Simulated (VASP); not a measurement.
# ZnBi3 (Pm-3m) in VASP: a series of runs

Runs on ZnBi3. Level: PBEsol. Tasks: single point.

All numbers are computed with VASP 6.6.1; they aren't measurements. Logs are shortened: lines on timing, memory, paths and dates and some standing lists are left out, and cuts for length are marked.

## Step 1: The cell of the first run

Symmetry: Pm-3m, No. 221, cubic system. The conventional cell has a = 4.873 Å, b = 4.873 Å, c = 4.873 Å, α = 90.00°, β = 90.00°, γ = 90.00°. Within 4.5 Å of Zn (site symmetry m-3m) lie 12 Bi at 3.45 Å. Within 4.5 Å of Bi (site symmetry 4/mmm) lie 4 Zn at 3.45 Å and 8 Bi at 3.45 Å.

## Step 2: Single point, PBEsol

The input, INCAR:

```
PREC = Accurate
ENCUT = 500
EDIFF = 1E-6
ISMEAR = 1
SIGMA = 0.25
LREAL = False
LASPH = True
NELM = 120
ALGO = Normal
ISIF = 2
LWAVE = False
LCHARG = True
GGA = PS
LELF = True
LVHAR = True
NBANDS = 36
GGA_COMPAT = False
```

The input, KPOINTS:

```
regular mesh
0
Gamma
  5 5 5
```

The input, POSCAR:

```
ZnBi3
1.0
    4.8731640000      0.0000000000      0.0000000000
    0.0000000000      4.8731640000      0.0000000000
    0.0000000000      0.0000000000      4.8731640000
Zn Bi
1 3
Direct
    0.0000000000      0.0000000000      0.0000000000
    0.0000000000      0.5000000000      0.5000000000
    0.5000000000      0.0000000000      0.5000000000
    0.5000000000      0.5000000000      0.0000000000
```

Potentials or basis: VASP PAW PBE potentials, release 64 (Zn, Bi_d).

Launch:

```
cat potpaw_PBE.64/Zn/POTCAR potpaw_PBE.64/Bi_d/POTCAR > POTCAR
mpirun -np 1 vasp_std > vasp.out
```

OUTCAR:

```text
PREC = Accurate
   ENCUT = 500
   EDIFF = 1E-6
   ISMEAR = 1
   LREAL = False
   LASPH = True
   NELM = 120
   ISIF = 2
   GGA = PS

 ion  position               nearest neighbor table
   1  0.000  0.000  0.000-   2 3.45   3 3.45   4 3.45   2 3.45   3 3.45   2 3.45   4 3.45   2 3.45
                             3 3.45   4 3.45   3 3.45   4 3.45
   2  0.000  0.500  0.500-   1 3.45   3 3.45   4 3.45   1 3.45   4 3.45   1 3.45   3 3.45   1 3.45
                             3 3.45   4 3.45   4 3.45   3 3.45
   3  0.500  0.000  0.500-   1 3.45   2 3.45   4 3.45   1 3.45   4 3.45   2 3.45   4 3.45   4 3.45
                             1 3.45   2 3.45   1 3.45   2 3.45
   4  0.500  0.500  0.000-   1 3.45   2 3.45   3 3.45   2 3.45   3 3.45   1 3.45   3 3.45   3 3.45
                             1 3.45   2 3.45   2 3.45   1 3.45

  LATTYP: Found a simple cubic cell.
 ALAT       =     4.8731640000

  Lattice vectors:

 A1 = (   4.8731640000,   0.0000000000,   0.0000000000)
 A2 = (   0.0000000000,   4.8731640000,   0.0000000000)
 A3 = (   0.0000000000,   0.0000000000,   4.8731640000)

Analysis of symmetry for initial positions (statically):
=====================================================================
 Subroutine PRICEL returns:
 Original cell was already a primitive cell.

 Routine SETGRP: Setting up the symmetry group for a
 simple cubic supercell.

 Subroutine GETGRP returns: Found 48 space group operations
 (whereof 48 operations were pure point group operations)
 out of a pool of 48 trial point group operations.

The static configuration has the point symmetry O_h .

Analysis of symmetry for dynamics (positions and initial velocities):
=====================================================================
 Subroutine PRICEL returns:
 Original cell was already a primitive cell.

 Routine SETGRP: Setting up the symmetry group for a
 simple cubic supercell.

 Subroutine GETGRP returns: Found 48 space group operations
 (whereof 48 operations were pure point group operations)
 out of a pool of 48 trial point group operations.

The dynamic configuration has the point symmetry O_h .

 Subroutine INISYM returns: Found 48 space group operations
 (whereof 48 operations are pure point group operations),
 and found     1 'primitive' translations

----------------------------------------------------------------------------------------

                                     Primitive cell

  volume of cell :     115.7266

  direct lattice vectors                    reciprocal lattice vectors
     4.873164000  0.000000000  0.000000000     0.205205489  0.000000000  0.000000000
     0.000000000  4.873164000  0.000000000     0.000000000  0.205205489  0.000000000
     0.000000000  0.000000000  4.873164000     0.000000000  0.000000000  0.205205489

  length of vectors
     4.873164000  4.873164000  4.873164000     0.205205489  0.205205489  0.205205489

  position of ions in fractional coordinates (direct lattice)
     0.000000000  0.000000000  0.000000000
     0.000000000  0.500000000  0.500000000
     0.500000000  0.000000000  0.500000000
     0.500000000  0.500000000  0.000000000

  ion indices of the primitive-cell ions
   primitive index   ion index
                 1           1
                 2           2
                 3           3
                 4           4

----------------------------------------------------------------------------------------

 KPOINTS: regular mesh

Automatic generation of k-mesh.
 Grid dimensions read from file:
 generate k-points for:    5    5    5

 Generating k-lattice:

  Cartesian coordinates                     Fractional coordinates (reciprocal lattice)
     0.041041098  0.000000000  0.000000000     0.200000000  0.000000000  0.000000000
     0.000000000  0.041041098  0.000000000     0.000000000  0.200000000  0.000000000
     0.000000000  0.000000000  0.041041098     0.000000000  0.000000000  0.200000000

  Length of vectors
     0.041041098  0.041041098  0.041041098

  Shift w.r.t. Gamma in fractional coordinates (k-lattice)
     0.000000000  0.000000000  0.000000000

 Subroutine IBZKPT returns following result:
 ===========================================

 Found     10 irreducible k-points:

 Following reciprocal coordinates:
            Coordinates               Weight
  0.000000  0.000000  0.000000      1.000000
  0.200000  0.000000  0.000000      6.000000
  0.400000  0.000000  0.000000      6.000000
  0.200000  0.200000  0.000000     12.000000
  0.400000  0.200000  0.000000     24.000000
  0.400000  0.400000  0.000000     12.000000
  0.200000  0.200000  0.200000      8.000000
  0.400000  0.200000  0.200000     24.000000
  0.400000  0.400000  0.200000     24.000000
  0.400000  0.400000  0.400000      8.000000
   k-points           NKPTS =     10   k-points in BZ     NKDIM =     10   number of bands    NBANDS=     36
   number of dos      NEDOS =    301   number of ions     NIONS =      4
   total plane-waves  NPLWV =  46656
   dimension x,y,z NGX =    36 NGY =   36 NGZ =   36
   dimension x,y,z NGXF=    72 NGYF=   72 NGZF=   72
   ions per type =               1   3
   NGX,Y,Z   is equivalent  to a cutoff of  12.28, 12.28, 12.28 a.u.
   NGXF,Y,Z  is equivalent  to a cutoff of  24.56, 24.56, 24.56 a.u.
 SYSTEM =  unknown system
   PREC   = accura    normal or accurate (medium, high low for compatibility)
   ISTART =      0    job   : 0-new  1-cont  2-samecut
   ICHARG =      2    charge: 1-file 2-atom 10-const
   ISPIN  =      1    spin polarized calculation?
   LNONCOLLINEAR =      F non collinear calculations
   LSORBIT =      F    spin-orbit coupling
   LASPH  =      T    aspherical Exc in radial PAW
   ENCUT  =  500.0 eV  36.75 Ry    6.06 a.u.   8.88  8.88  8.88*2*pi/ulx,y,z
   NELM   =    120;   NELMIN=  2; NELMDL= -5     # of ELM steps
   EDIFF  = 0.1E-05   stopping-criterion for ELM
   LREAL  =      F    real-space projection
   EDIFFG = 0.1E-04   stopping-criterion for IOM
   NSW    =      0    number of steps for IOM
   IBRION =     -1    ionic relax: 0-MD 1-quasi-New 2-CG
   NFREE  =      0    steps in history (QN), initial steepest desc. (CG)
   ISIF   =      2    stress and relaxation
   ISYM   =      2    0-nonsym 1-usesym 2-fastsym
   POTIM  = 0.5000    time-step for ionic-motion
   TEBEG  =    0.0;   TEEND  =   0.0 temperature during run
   PSTRESS=    0.0 pullay stress
   NELECT =      57.0000    total number of electrons
   NUPDOWN=      -1.0000    fix difference up-down
   EMIN   =  10.00;   EMAX   =-10.00  energy-range for DOS
   EFERMI =   0.00;   METHOD = LEGACY
   ISMEAR =     1;   SIGMA  =   0.25  broadening in eV -4-tet -1-fermi 0-gaus
   EFERMI_NEDOS =   21; number of points for ismear=-14 and -15
   IALGO  =     38    algorithm
   IMIX   =      4    mixing-type and parameters
     AMIX     =   0.40;   BMIX     =  1.00
     AMIX_MAG =   1.60;   BMIX_MAG =  1.00
  volume/ion in A,a.u.               =      28.93       195.24
  Fermi-wavevector in a.u.,A,eV,Ry     =   1.292872  2.443173 22.742372  1.671517
  Thomas-Fermi vector in A             =   2.424553
   LORBIT       =      0    0 simple, 1 ext, 2 COOP (PROOUT), +10 PAW based schemes
   GGA     = PS    functional components
   LHFCALC =     F    Hartree Fock is set to
   AEXX    =    0.0000 exact exchange contribution
   IVDW    =     0    specifies the selected vdW correction
   LEPSILON=     F    determine dielectric tensor
   LRPA    =     F    only Hartree local field effects (RPA)
 non-spin polarized calculation
 Methfessel and Paxton  Order N= 1 SIGMA  =   0.25
  energy-cutoff  :      500.00
  volume of cell :      115.73
 maximum number of plane-waves:      2952
 NGX is ok and might be reduce to    36
   NGX = 17   NGY = 17   NGZ = 17

 number of electron      57.0000006 magnetization

 Free energy of the ion-electron system (eV)
  ---------------------------------------------------
  ext. energy  EPLUGINS =         0.00000000
  ---------------------------------------------------
  free energy    TOTEN  =       -13.74352188 eV

  energy without entropy =      -13.73633098  energy(sigma->0) =      -13.74112491

 E-fermi :   6.5099     XC(G=0): -10.3127

 val. band max:        6.4527241300   @ k =   0.4000   0.4000   0.0000
 cond. band min:       6.6266332963   @ k =   0.2000   0.2000   0.0000
 fundamental gap:      0.1739091664
 Fermi energy:         6.5098916035

 k-point     1 :       0.0000    0.0000    0.0000
  band No.  band energies     occupation
      1     -16.6146      2.00000
      2     -16.6146      2.00000
      3     -16.6146      2.00000
      4     -16.5850      2.00000
      5     -16.5228      2.00000
      6     -16.5228      2.00000
[... 28 lines left out ...]
     35      11.5261      0.00000
     36      11.5261      0.00000

 k-point     2 :       0.2000    0.0000    0.0000
  band No.  band energies     occupation
      1     -16.6119      2.00000
      2     -16.5911      2.00000
      3     -16.5911      2.00000
      4     -16.5711      2.00000
      5     -16.5214      2.00000
      6     -16.5102      2.00000
[... 28 lines left out ...]
     35      12.5414      0.00000
     36      12.7386      0.00000

 k-point     3 :       0.4000    0.0000    0.0000
  band No.  band energies     occupation
      1     -16.6073      2.00000
      2     -16.5403      2.00000
      3     -16.5295      2.00000
      4     -16.5295      2.00000
      5     -16.5184      2.00000
      6     -16.4815      2.00000
[... 28 lines left out ...]
     35      11.5205      0.00000
     36      11.5205      0.00000
[... 196 lines left out ...]
 k-point     9 :       0.4000    0.4000    0.2000
  band No.  band energies     occupation
      1     -16.5549      2.00000
      2     -16.5466      2.00000
      3     -16.5380      2.00000
      4     -16.5315      2.00000
      5     -16.5087      2.00000
      6     -16.4980      2.00000
[... 28 lines left out ...]
     35      11.6211      0.00000
     36      12.7776      0.00000

 k-point    10 :       0.4000    0.4000    0.4000
  band No.  band energies     occupation
      1     -16.5563      2.00000
      2     -16.5477      2.00000
      3     -16.5477      2.00000
      4     -16.5350      2.00000
      5     -16.5350      2.00000
      6     -16.5279      2.00000
[... 28 lines left out ...]
     35      12.9472      0.00000
     36      12.9472      0.00000

------------------------ aborting loop because EDIFF is reached ----------------------------------------

  FORCE on cell =-STRESS in cart. coord.  units (eV):
  Direction    XX          YY          ZZ          XY          YZ          ZX
  --------------------------------------------------------------------------------------
  -------------------------------------------------------------------------------------
  Total       -2.0033116     -2.0033116     -2.0033116      0.0000000     -0.0000000      0.0000000
  in kB      -27.7348620    -27.7348620    -27.7348620      0.0000000     -0.0000000      0.0000000
  external PRESSURE =     -27.7348620 kB  Pullay stress =       0.0000000 kB

 VOLUME and BASIS-vectors are now :
 -----------------------------------------------------------------------------
  energy-cutoff  :      500.00
  volume of cell :      115.73
      direct lattice vectors                 reciprocal lattice vectors
     4.873164000  0.000000000  0.000000000     0.205205489  0.000000000  0.000000000
     0.000000000  4.873164000  0.000000000     0.000000000  0.205205489  0.000000000
     0.000000000  0.000000000  4.873164000     0.000000000  0.000000000  0.205205489

 POSITION                                       TOTAL-FORCE (eV/Angst)
 -----------------------------------------------------------------------------------
      0.00000      0.00000      0.00000         0.000000      0.000000      0.000000
      0.00000      2.43658      2.43658         0.000000      0.000000      0.000000
      2.43658      0.00000      2.43658         0.000000      0.000000      0.000000
      2.43658      2.43658      0.00000         0.000000      0.000000      0.000000
 -----------------------------------------------------------------------------------
    total drift:                                0.000000      0.000000      0.000000

  FREE ENERGIE OF THE ION-ELECTRON SYSTEM (eV)
  ---------------------------------------------------
  free  energy   TOTEN  =       -13.7435218811 eV

  energy  without entropy=      -13.7363309819  energy(sigma->0) =      -13.74112491
```

Run time: 25 s. Hardware: 1 thread of Intel Xeon Platinum 8375C at 2.90GHz (Ice Lake), shared host; peak memory 0.2 GiB.

What came out:

```
Free energy : -13.7435 eV
Pressure    : -2.8 GPa
```

Caveat: the PAW data sets were made with another functional, which shifts forces and pressure a little; spin-orbit coupling is left out, which moves the levels of the heavy elements.

## Step 3: Single point, PBEsol

The input, INCAR:

```
SYSTEM = ZnBi3
PREC = Accurate
ENCUT = 500
EDIFF = 1E-6
ISMEAR = 1
SIGMA = 0.15
LREAL = .False.
LASPH = .True.
NELM = 120
ALGO = Normal
ISIF = 2
LWAVE = .False.
LCHARG = .True.
GGA = PS
LELF = .True.
LVHAR = .True.
NBANDS = 36
GGA_COMPAT = .False.
```

The input, KPOINTS:

```
regular mesh
0
Gamma
  5 5 5
  0 0 0
```

POSCAR is that of step 2.

Potentials or basis: VASP PAW PBE potentials, release 64 (Zn, Bi_d).

Launch:

```
cat potpaw_PBE.64/Zn/POTCAR potpaw_PBE.64/Bi_d/POTCAR > POTCAR
mpirun -np 1 vasp_std > vasp.out
```

OUTCAR:

```text
SYSTEM = ZnBi3
   PREC = Accurate
   ENCUT = 500
   EDIFF = 1E-6
   ISMEAR = 1
   LREAL = .False.
   LASPH = .True.
   NELM = 120
   ISIF = 2
   GGA = PS

 ion  position               nearest neighbor table
   1  0.000  0.000  0.000-   2 3.45   3 3.45   4 3.45   2 3.45   3 3.45   2 3.45   4 3.45   2 3.45
                             3 3.45   4 3.45   3 3.45   4 3.45
   2  0.000  0.500  0.500-   1 3.45   3 3.45   4 3.45   1 3.45   4 3.45   1 3.45   3 3.45   1 3.45
                             3 3.45   4 3.45   4 3.45   3 3.45
   3  0.500  0.000  0.500-   1 3.45   2 3.45   4 3.45   1 3.45   4 3.45   2 3.45   4 3.45   4 3.45
                             1 3.45   2 3.45   1 3.45   2 3.45
   4  0.500  0.500  0.000-   1 3.45   2 3.45   3 3.45   2 3.45   3 3.45   1 3.45   3 3.45   3 3.45
[... 578 lines left out ...]
  Total       -2.0512475     -2.0512475     -2.0512475      0.0000000      0.0000000     -0.0000000
  in kB      -28.3985111    -28.3985111    -28.3985111      0.0000000      0.0000000     -0.0000000
  external PRESSURE =     -28.3985111 kB  Pullay stress =       0.0000000 kB

 VOLUME and BASIS-vectors are now :
 -----------------------------------------------------------------------------
  energy-cutoff  :      500.00
  volume of cell :      115.73
      direct lattice vectors                 reciprocal lattice vectors
     4.873164000  0.000000000  0.000000000     0.205205489  0.000000000  0.000000000
     0.000000000  4.873164000  0.000000000     0.000000000  0.205205489  0.000000000
     0.000000000  0.000000000  4.873164000     0.000000000  0.000000000  0.205205489

 POSITION                                       TOTAL-FORCE (eV/Angst)
 -----------------------------------------------------------------------------------
      0.00000      0.00000      0.00000         0.000000      0.000000      0.000000
      0.00000      2.43658      2.43658         0.000000      0.000000      0.000000
      2.43658      0.00000      2.43658         0.000000      0.000000      0.000000
      2.43658      2.43658      0.00000         0.000000      0.000000      0.000000
 -----------------------------------------------------------------------------------
    total drift:                                0.000000      0.000000      0.000000

  FREE ENERGIE OF THE ION-ELECTRON SYSTEM (eV)
  ---------------------------------------------------
  free  energy   TOTEN  =       -13.7420521440 eV

  energy  without entropy=      -13.7442732673  energy(sigma->0) =      -13.74279252
```

stdout:

```text
POSCAR found type information on POSCAR ZnBi
 POSCAR found :  2 types and       4 ions
 scaLAPACK will be used
 -----------------------------------------------------------------------------
|                                                                             |
|                                                                             |
|     You enforced a specific xc type in the INCAR file but a different       |
|     I HOPE YOU KNOW WHAT YOU ARE DOING!                                     |
|                                                                             |
 -----------------------------------------------------------------------------

 LDA part: xc-table for (Slater+PW92), standard interpolation
 POSCAR, INCAR and KPOINTS ok, starting setup
 FFT: planning ... GRIDC
 FFT: planning ... GRID_SOFT
 FFT: planning ... GRID
 WAVECAR not read
 entering main loop
```

Wall time 30 s (1 thread of Intel Xeon Platinum 8375C at 2.90GHz (Ice Lake), shared host); peak memory 0.21 GiB.

What came out:

```yaml
Free_energy: -13.7421 eV
Pressure: -2.8 GPa
```

Caveat: the PAW data sets were made with another functional, which shifts forces and pressure a little; spin-orbit coupling is left out, which moves the levels of the heavy elements.
